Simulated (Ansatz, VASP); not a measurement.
## Two plane-wave programs on MnO

```xyz
2
Lattice="0.0000 2.2239 2.2239 2.2239 0.0000 2.2239 2.2239 2.2239 0.0000" Properties=species:S:1:pos:R:3 pbc="T T T"
Mn    0.0000    0.0000    0.0000
O     2.2239    2.2239    2.2239
```

Alike in both runs: functional PBEsol; k mesh 10 × 10 × 10; occupations fermi-dirac, width 0.05 eV; collinear spin; Hubbard terms Mn d U = 3.0 eV.

|  | VASP | Ansatz |
| --- | --- | --- |
| version | VASP 6.6.1 | Ansatz 0.2.0 |
| potentials or method | VASP PAW PBE potentials, release 64 (Mn_sv, O) | Ansatz PAW |
| plane-wave cutoff (eV) | 700 | 420 |
| valence electrons in the cell | 21 | 21 |
| task | single point | band structure |

|  | VASP | Ansatz | Ansatz less VASP |
| --- | --- | --- | --- |
| gap on the k mesh at the Fermi level (eV) | none | none | - |
| pressure (GPa) | -0.8 | 1.6 | +2.34 |
| net moment per atom (μB) | 2.50 | 2.50 | 0.000 |
| size of the moment on the site where the two differ most (μB) | 4.44 | 4.25 | -0.192 |

VASP's potentials were made for PBE, not for PBEsol. Site moments also hang on the region over which each program counts them. The programs project onto different local orbitals, so the same U acts differently, and such runs can settle in different states. A gap of «none» marks a metal or a gap that the smearing closes.

Noted on Ansatz's run: the magnetic or orbital state may not be the lowest.
